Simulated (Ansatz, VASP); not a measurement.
## One calculation of HfO2, two programs

Contents of INCAR:

```
SYSTEM = HfO2
  PREC = Accurate
  ENCUT = 520
  EDIFF = 1E-6
  ISMEAR = 0
  SIGMA = 0.05
  LREAL = .False.
  LASPH = .True.
  NELM = 60
  ALGO = Normal
  ISIF = 2
  LWAVE = .False.
  LCHARG = .False.
  GGA = PE
  NBANDS = 18
```

Contents of KPOINTS:

```
regular mesh
0
Gamma
  8 8 8
  0 0 0
```

Contents of POSCAR:

```
HfO2
1.0
    0.0000000000      2.6853750000      2.5575000000
    2.6853750000      0.0000000000      2.5575000000
    2.6853750000      2.6853750000      0.0000000000
Hf O
1 2
Direct
    0.0000000000      0.0000000000      0.0000000000
    0.2500000000      0.2500000000      0.2500000000
    0.7500000000      0.7500000000      0.7500000000
```

Input for Ansatz:

```yaml
crystal:
  lattice:
    - [0.0, 2.685375, 2.5575]
    - [2.685375, 0.0, 2.5575]
    - [2.685375, 2.685375, 0.0]
  atoms:
    - { symbol: Hf, position: [0.0, 0.0, 0.0] }
    - { symbol: O, position: [0.25, 0.25, 0.25] }
    - { symbol: O, position: [0.75, 0.75, 0.75] }
basis:
  ecutwfc: 420
kpoints:
  mp_grid: { grid: [8, 8, 8] }
hamiltonian:
  xc: pbe
scf:
  occupations: { method: gaussian, width: 0.05 }
output:
  forces: true
  stress: true
  eigenvalues: true
```

Change from the starting cell: strain +0.050 along x and y, +0.000 along z, atoms carried along.

Alike in both runs: task single point; functional PBE; k mesh 8 × 8 × 8; occupations gaussian, width 0.05 eV; no spin polarisation.

```csv
,VASP,Ansatz
version,VASP 6.6.1,Ansatz 0.2.0
potentials or method,"VASP PAW PBE potentials, release 64 (Hf_pv, O), cutoff 520 eV","scalar-relativistic, plane waves, PAW"
valence electrons in the cell,22,38
```

Ansatz gave:

| Item | Value |
| --- | --- |
| gap on the k mesh at the Fermi level (eV) | 3.04 |
| least direct gap on the mesh (eV) | 3.10 |
| pressure (GPa) | -21.0 |
| traceless stress, the component that is largest in VASP (GPa) | 12.67 |

Q: Estimate VASP's values.

A: gap on the k mesh at the Fermi level (eV): 3.01; least direct gap on the mesh (eV): 3.09; pressure (GPa): -23.7; traceless stress, the component that is largest in VASP (GPa): 12.83.

VASP's potentials hold 22 valence electrons a cell and Ansatz's 38, so a difference there can come from the potentials and not from the codes.

Neither program's run includes spin-orbit coupling.
